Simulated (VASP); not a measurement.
# SiNi (Pmmn) in VASP: single point with r2SCAN+D3(BJ)

Aim: the single point of SiNi with r2SCAN+D3(BJ).

Everything below comes from runs of VASP 6.6.1. Logs are shortened: lines on timing, memory, paths and dates and some standing lists are left out, and cuts for length are marked.

## Step 1: The cell of the first run

It takes space group Pmmn (No. 59, orthorhombic). Conventional cell: a = 2.919 Å, b = 3.281 Å, c = 4.646 Å, α = 90.00°, β = 90.00°, γ = 90.00°. Ni (site symmetry mm2) has 6 Si at 2.32 to 2.36 Å and 6 Ni at 2.63 to 2.92 Å within 3.1 Å. Si (site symmetry mm2) has 6 Ni at 2.32 to 2.36 Å and 6 Si at 2.63 to 2.92 Å within 3.1 Å.

## Step 2: Single point, r2SCAN+D3(BJ), collinear spin, ferromagnetic start

POSCAR reads:

```
SiNi
1.0
    2.9189897377      0.0000000000      0.0000000000
    0.0000000000      3.2808663190      0.0000000000
    0.0000000000      0.0000000000      4.6462384068
Ni Si
2 2
Direct
    0.5000000000      0.5000000000      0.3437120694
    0.0000000000      0.0000000000      0.6562879306
    0.5000000000      0.5000000000      0.8436601140
    0.0000000000      0.0000000000      0.1563398860
```

INCAR.step1 reads:

```
SYSTEM = SiNi
PREC = Accurate
ENCUT = 520
ISMEAR = -1
SIGMA = 0.05
LREAL = .False.
LASPH = .True.
NELM = 150
ISPIN = 2
MAGMOM = 1 1 0 0
LMAXMIX = 4
NBANDS = 26
GGA = PE
ALGO = Normal
EDIFF = 1E-4
LWAVE = .True.
LCHARG = .False.
```

INCAR.step2 reads:

```
SYSTEM = SiNi
PREC = Accurate
ENCUT = 520
EDIFF = 1E-7
ISMEAR = -1
SIGMA = 0.05
LREAL = .False.
LASPH = .True.
NELM = 150
ALGO = Normal
ISIF = 2
LWAVE = .False.
LCHARG = .True.
ISPIN = 2
MAGMOM = 1 1 0 0
LORBIT = 11
LMAXMIX = 4
METAGGA = R2SCAN
LMIXTAU = .True.
IVDW = 12
VDW_S6 = 1.0
VDW_S8 = 0.78981345
VDW_A1 = 0.49484001
VDW_A2 = 5.73083694
LELF = .True.
LVHAR = .True.
NBANDS = 26
ISTART = 1
```

KPOINTS reads:

```
regular mesh
0
Gamma
  9 8 6
  0 0 0
```

Potentials or basis: VASP PAW PBE potentials, release 64 (Ni, Si).

The run is started by

```
cat potpaw_PBE.64/Ni/POTCAR potpaw_PBE.64/Si/POTCAR > POTCAR
cp INCAR.step1 INCAR
mpirun -np 1 vasp_std > vasp.out
cp INCAR.step2 INCAR
mpirun -np 1 vasp_std > vasp.out
```

OUTCAR:

```text
SYSTEM = SiNi
   PREC = Accurate
   ENCUT = 520
   EDIFF = 1E-7
   ISMEAR = -1
   LREAL = .False.
   LASPH = .True.
   NELM = 150
   ISIF = 2
   ISPIN = 2
   LORBIT = 11
   METAGGA = R2SCAN
   IVDW = 12
   ISTART = 1
 IVDW          = 12

 ion  position               nearest neighbor table
   1  0.500  0.500  0.344-   3 2.32   3 2.32   4 2.36   4 2.36   4 2.36   4 2.36   2 2.63   2 2.63
                             2 2.63   2 2.63
   2  0.000  0.000  0.656-   4 2.32   4 2.32   3 2.36   3 2.36   3 2.36   3 2.36   1 2.63   1 2.63
                             1 2.63   1 2.63
   3  0.500  0.500  0.844-   1 2.32   1 2.32   2 2.36   2 2.36   2 2.36   2 2.36   4 2.63   4 2.63
                             4 2.63   4 2.63
   4  0.000  0.000  0.156-   2 2.32   2 2.32   1 2.36   1 2.36   1 2.36   1 2.36   3 2.63   3 2.63
                             3 2.63   3 2.63

  LATTYP: Found a simple orthorhombic cell.
 ALAT       =     2.9189897377
 B/A-ratio  =     1.1239732283
 C/A-ratio  =     1.5917282431

  Lattice vectors:

 A1 = (   2.9189897377,   0.0000000000,   0.0000000000)
 A2 = (   0.0000000000,   3.2808663190,   0.0000000000)
 A3 = (   0.0000000000,   0.0000000000,   4.6462384068)

Analysis of symmetry for initial positions (statically):
=====================================================================
 Subroutine PRICEL returns:
 Original cell was already a primitive cell.

 Routine SETGRP: Setting up the symmetry group for a
 simple orthorhombic supercell.

 Subroutine GETGRP returns: Found  8 space group operations
 (whereof  4 operations were pure point group operations)
 out of a pool of  8 trial point group operations.

The static configuration has the point symmetry C_2v.
 The point group associated with its full space group is D_2h.

Analysis of symmetry for dynamics (positions and initial velocities):
=====================================================================
 Subroutine PRICEL returns:
 Original cell was already a primitive cell.

 Routine SETGRP: Setting up the symmetry group for a
 simple orthorhombic supercell.

 Subroutine GETGRP returns: Found  8 space group operations
 (whereof  4 operations were pure point group operations)
 out of a pool of  8 trial point group operations.

The dynamic configuration has the point symmetry C_2v.
 The point group associated with its full space group is D_2h.

Analysis of structural, dynamic, and magnetic symmetry:
=====================================================================
 Subroutine PRICEL returns:
 Original cell was already a primitive cell.

 Routine SETGRP: Setting up the symmetry group for a
 simple orthorhombic supercell.

 Subroutine GETGRP returns: Found  8 space group operations
 (whereof  4 operations were pure point group operations)
 out of a pool of  8 trial point group operations.

The overall configuration has the point symmetry C_2v.
 The point group associated with its full space group is D_2h.

 Subroutine INISYM returns: Found  8 space group operations
 (whereof  4 operations are pure point group operations),
 and found     1 'primitive' translations

----------------------------------------------------------------------------------------

                                     Primitive cell

  volume of cell :      44.4962

  direct lattice vectors                    reciprocal lattice vectors
     2.918989738  0.000000000  0.000000000     0.342584281  0.000000000  0.000000000
     0.000000000  3.280866319  0.000000000     0.000000000  0.304797545  0.000000000
     0.000000000  0.000000000  4.646238407     0.000000000  0.000000000  0.215227871

  length of vectors
     2.918989738  3.280866319  4.646238407     0.342584281  0.304797545  0.215227871

  position of ions in fractional coordinates (direct lattice)
     0.500000000  0.500000000  0.343712069
     0.000000000  0.000000000  0.656287931
     0.500000000  0.500000000  0.843660114
     0.000000000  0.000000000  0.156339886

  ion indices of the primitive-cell ions
   primitive index   ion index
                 1           1
                 2           2
                 3           3
                 4           4

----------------------------------------------------------------------------------------

 KPOINTS: regular mesh

Automatic generation of k-mesh.
 Grid dimensions read from file:
 generate k-points for:    9    8    6

 Generating k-lattice:

  Cartesian coordinates                     Fractional coordinates (reciprocal lattice)
     0.038064920  0.000000000  0.000000000     0.111111111  0.000000000  0.000000000
     0.000000000  0.038099693  0.000000000     0.000000000  0.125000000  0.000000000
     0.000000000  0.000000000  0.035871312     0.000000000  0.000000000  0.166666667

  Length of vectors
     0.038064920  0.038099693  0.035871312

  Shift w.r.t. Gamma in fractional coordinates (k-lattice)
     0.000000000  0.000000000  0.000000000

 Subroutine IBZKPT returns following result:
 ===========================================

 Found    100 irreducible k-points:

 Following reciprocal coordinates:
            Coordinates               Weight
  0.000000  0.000000  0.000000      1.000000
  0.111111  0.000000  0.000000      2.000000
  0.222222  0.000000  0.000000      2.000000
  0.333333  0.000000  0.000000      2.000000
  0.444444  0.000000  0.000000      2.000000
  0.000000  0.125000  0.000000      2.000000
[... 16 lines left out ...]
  0.222222  0.500000  0.000000      2.000000
  0.333333  0.500000  0.000000      2.000000
 [... further k-points ...]
   k-points           NKPTS =    100   k-points in BZ     NKDIM =    100   number of bands    NBANDS=     26
   number of dos      NEDOS =    301   number of ions     NIONS =      4
   total plane-waves  NPLWV =  20736
   dimension x,y,z NGX =    24 NGY =   24 NGZ =   36
   dimension x,y,z NGXF=    48 NGYF=   48 NGZF=   72
   ions per type =               2   2
   NGX,Y,Z   is equivalent  to a cutoff of  13.67, 12.16, 12.88 a.u.
   NGXF,Y,Z  is equivalent  to a cutoff of  27.34, 24.32, 25.76 a.u.
 SYSTEM =  SiNi
   PREC   = accura    normal or accurate (medium, high low for compatibility)
   ISTART =      1    job   : 0-new  1-cont  2-samecut
   ICHARG =      0    charge: 1-file 2-atom 10-const
   ISPIN  =      2    spin polarized calculation?
   LNONCOLLINEAR =      F non collinear calculations
   LSORBIT =      F    spin-orbit coupling
   LASPH  =      T    aspherical Exc in radial PAW
   ENCUT  =  520.0 eV  38.22 Ry    6.18 a.u.   5.43  6.10  8.64*2*pi/ulx,y,z
   NELM   =    150;   NELMIN=  2; NELMDL=  0     # of ELM steps
   EDIFF  = 0.1E-06   stopping-criterion for ELM
   LREAL  =      F    real-space projection
   EDIFFG = 0.1E-05   stopping-criterion for IOM
   NSW    =      0    number of steps for IOM
   IBRION =     -1    ionic relax: 0-MD 1-quasi-New 2-CG
   NFREE  =      0    steps in history (QN), initial steepest desc. (CG)
   ISIF   =      2    stress and relaxation
   ISYM   =      2    0-nonsym 1-usesym 2-fastsym
   POTIM  = 0.5000    time-step for ionic-motion
   TEBEG  =    0.0;   TEEND  =   0.0 temperature during run
   PSTRESS=    0.0 pullay stress
   NELECT =      28.0000    total number of electrons
   NUPDOWN=      -1.0000    fix difference up-down
   EMIN   =  10.00;   EMAX   =-10.00  energy-range for DOS
   EFERMI =   0.00;   METHOD = LEGACY
   ISMEAR =    -1;   SIGMA  =   0.05  broadening in eV -4-tet -1-fermi 0-gaus
   EFERMI_NEDOS =   21; number of points for ismear=-14 and -15
   IALGO  =     38    algorithm
   IMIX   =      4    mixing-type and parameters
     AMIX     =   0.40;   BMIX     =  1.00
     AMIX_MAG =   1.60;   BMIX_MAG =  1.00
  volume/ion in A,a.u.               =      11.12        75.07
  Fermi-wavevector in a.u.,A,eV,Ry     =   1.402878  2.651055 26.777182  1.968067
  Thomas-Fermi vector in A             =   2.525596
   LORBIT       =     11    0 simple, 1 ext, 2 COOP (PROOUT), +10 PAW based schemes
   METAGGA = R2SCAN    functional components
   LHFCALC =     F    Hartree Fock is set to
   AEXX    =    0.0000 exact exchange contribution
   IVDW    =    12    specifies the selected vdW correction
   LEPSILON=     F    determine dielectric tensor
   LRPA    =     F    only Hartree local field effects (RPA)
 spin polarized calculation
  energy-cutoff  :      520.00
  volume of cell :       44.50
 maximum number of plane-waves:      1212
 NGX is ok and might be reduce to    24
   NGX = 11   NGY = 13   NGZ = 17

 number of electron      28.0000021 magnetization      -0.0000001

 number of electron      28.0000021 magnetization       0.0000003

 Free energy of the ion-electron system (eV)
  ---------------------------------------------------
  ext. energy  EPLUGINS =         0.00000000
  ---------------------------------------------------
  free energy    TOTEN  =       -43.10493382 eV

  energy without entropy =      -43.09741628  energy(sigma->0) =      -43.10117505

 E-fermi :  11.9127     XC(G=0): -13.6651

 val. band max:       11.8589434935   @ k =   0.0000   0.0000   0.3333
 cond. band min:      11.9311288251   @ k =   0.4444   0.5000   0.3333
 fundamental gap:      0.0721853316
 Fermi energy:        11.9127480402

 spin component 1

 k-point     1 :       0.0000    0.0000    0.0000
  band No.  band energies     occupation
      1      -3.1472      1.00000
      2       3.1103      1.00000
      3       4.8113      1.00000
      4       7.2951      1.00000
      5       7.8084      1.00000
      6       8.7447      1.00000
[... 18 lines left out ...]
     25      26.1704      0.00000
     26      26.3039      0.00000

 k-point     2 :       0.1111    0.0000    0.0000
  band No.  band energies     occupation
      1      -2.9242      1.00000
      2       3.2816      1.00000
      3       4.9888      1.00000
      4       7.2344      1.00000
      5       7.8998      1.00000
      6       8.5535      1.00000
[... 18 lines left out ...]
     25      24.4715      0.00000
[... 608 lines left out ...]
     25      28.1920      0.00000
     26      28.1920      0.00000

 k-point    24 :       0.3333    0.5000    0.0000
  band No.  band energies     occupation
      1       1.9524      1.00000
      2       1.9524      1.00000
      3       5.9742      1.00000
      4       5.9742      1.00000
      5       7.6455      1.00000
      6       7.6455      1.00000
[... 18 lines left out ...]
     25      30.0276      0.00000
     26      30.0276      0.00000

 [... further k-points ...]

 spin component 2

 k-point     1 :       0.0000    0.0000    0.0000
  band No.  band energies     occupation
      1      -3.1472      1.00000
      2       3.1103      1.00000
      3       4.8113      1.00000
      4       7.2951      1.00000
      5       7.8084      1.00000
      6       8.7447      1.00000
[... 18 lines left out ...]
     25      26.1704      0.00000
     26      26.3039      0.00000

 k-point     2 :       0.1111    0.0000    0.0000
  band No.  band energies     occupation
      1      -2.9242      1.00000
      2       3.2816      1.00000
      3       4.9888      1.00000
      4       7.2344      1.00000
      5       7.8998      1.00000
      6       8.5535      1.00000
[... 18 lines left out ...]
     25      24.4715      0.00000
[... 608 lines left out ...]
     25      28.1920      0.00000
     26      28.1920      0.00000

 k-point    24 :       0.3333    0.5000    0.0000
  band No.  band energies     occupation
      1       1.9524      1.00000
      2       1.9524      1.00000
      3       5.9742      1.00000
      4       5.9742      1.00000
      5       7.6455      1.00000
      6       7.6455      1.00000
[... 18 lines left out ...]
     25      30.0276      0.00000
     26      30.0276      0.00000

 [... further k-points ...]

------------------------ aborting loop because EDIFF is reached ----------------------------------------

 Edisp (eV)   -0.95116

 E8    (eV) :    -0.3112

  FORCE on cell =-STRESS in cart. coord.  units (eV):
  Direction    XX          YY          ZZ          XY          YZ          ZX
  --------------------------------------------------------------------------------------
  -------------------------------------------------------------------------------------
  Total       0.01353     0.03633     0.02731     0.00000     0.00000     0.00000
  in kB       0.48731     1.30816     0.98328     0.00000     0.00000     0.00000
  external pressure =        0.93 kB  Pullay stress =        0.00 kB

 VOLUME and BASIS-vectors are now :
 -----------------------------------------------------------------------------
  energy-cutoff  :      520.00
  volume of cell :       44.50
      direct lattice vectors                 reciprocal lattice vectors
     2.918989738  0.000000000  0.000000000     0.342584281  0.000000000  0.000000000
     0.000000000  3.280866319  0.000000000     0.000000000  0.304797545  0.000000000
     0.000000000  0.000000000  4.646238407     0.000000000  0.000000000  0.215227871

 POSITION                                       TOTAL-FORCE (eV/Angst)
 -----------------------------------------------------------------------------------
      1.45949      1.64043      1.59697         0.000000      0.000000      0.008926
      0.00000      0.00000      3.04927         0.000000      0.000000     -0.008926
      1.45949      1.64043      3.91985         0.000000      0.000000     -0.010452
      0.00000      0.00000      0.72639         0.000000      0.000000      0.010452
 -----------------------------------------------------------------------------------
    total drift:                                0.000000     -0.000000      0.000000

  FREE ENERGIE OF THE ION-ELECTRON SYSTEM (eV)
  ---------------------------------------------------
  free  energy   TOTEN  =       -44.0560971554 eV

  energy  without entropy=      -44.0485796189  energy(sigma->0) =      -44.05233839

 total charge

# of ion       s       p       d       tot
------------------------------------------
    1        0.503   0.669   8.499   9.671
    2        0.503   0.669   8.499   9.671
    3        0.735   0.892   0.000   1.627
    4        0.735   0.892   0.000   1.627
--------------------------------------------------
tot          2.477   3.122  16.999  22.597

 magnetization (x)

# of ion       s       p       d       tot
------------------------------------------
    1        0.000  -0.000   0.000   0.000
    2        0.000  -0.000   0.000   0.000
    3        0.000   0.000   0.000   0.000
    4        0.000   0.000   0.000   0.000
--------------------------------------------------
tot          0.000   0.000   0.000   0.000
```

Run time: 15 min. Hardware: 1 thread of Oxide Virtual Turin-like, shared host; peak memory 0.28 GiB.

Results:

| Quantity | Value |
| --- | --- |
| Free energy | -44.0561 eV |
| Pressure | 0.1 GPa |
| Largest force | 0.010 eV/Å |
| Band gap on the k mesh | zero (filled and empty bands overlap) |
| Net moment | 0.00 μB per cell |
| Valence electrons inside the program's atomic spheres | Ni 9.67; Si 1.63 |
| Dispersion energy per atom | -0.238 eV |

Forces on the atoms (eV/Å):
```
Ni   0.000  0.000  0.009
Ni   0.000  0.000 -0.009
Si   0.000  0.000 -0.010
Si   0.000  0.000  0.010
```

Levels at points of the mesh, in eV from the Fermi level:
Spin up:
| k point | band 12 | band 13 | band 14 | band 15 | band 16 | band 17 |
| --- | --- | --- | --- | --- | --- | --- |
| (0.00, 0.00, 0.00) | -2.15 | -2.08 | -1.58 | 1.45 | 2.93 | 5.51 |
| (0.00, 0.50, 0.00) | -2.43 | -2.38 | -2.38 | 1.29 | 1.29 | 5.42 |
| (0.00, 0.00, 0.50) | -2.14 | 1.08 | 1.58 | 2.21 | 2.62 | 3.21 |
| (0.00, 0.50, 0.50) | -2.27 | -2.14 | -2.14 | 5.56 | 5.56 | 5.89 |
Spin down:
| k point | band 11 | band 12 | band 13 | band 14 | band 15 | band 16 | band 17 | band 18 |
| --- | --- | --- | --- | --- | --- | --- | --- | --- |
| (0.00, 0.00, 0.00) | -2.50 | -2.15 | -2.08 | -1.58 | 1.45 | 2.93 | 5.51 | 6.06 |
| (0.00, 0.50, 0.00) | -2.43 | -2.43 | -2.38 | -2.38 | 1.29 | 1.29 | 5.42 | 5.42 |
| (0.00, 0.00, 0.50) | -2.86 | -2.14 | 1.08 | 1.58 | 2.21 | 2.62 | 3.21 | 3.81 |
| (0.00, 0.50, 0.50) | -2.27 | -2.27 | -2.14 | -2.14 | 5.56 | 5.56 | 5.89 | 5.89 |

Caveat: the moments typed at the start vanished in this run; the PAW data sets were made with another functional, which shifts forces and pressure a little.

The gap in the log of VASP goes by the Fermi energy; the results here count the filled bands.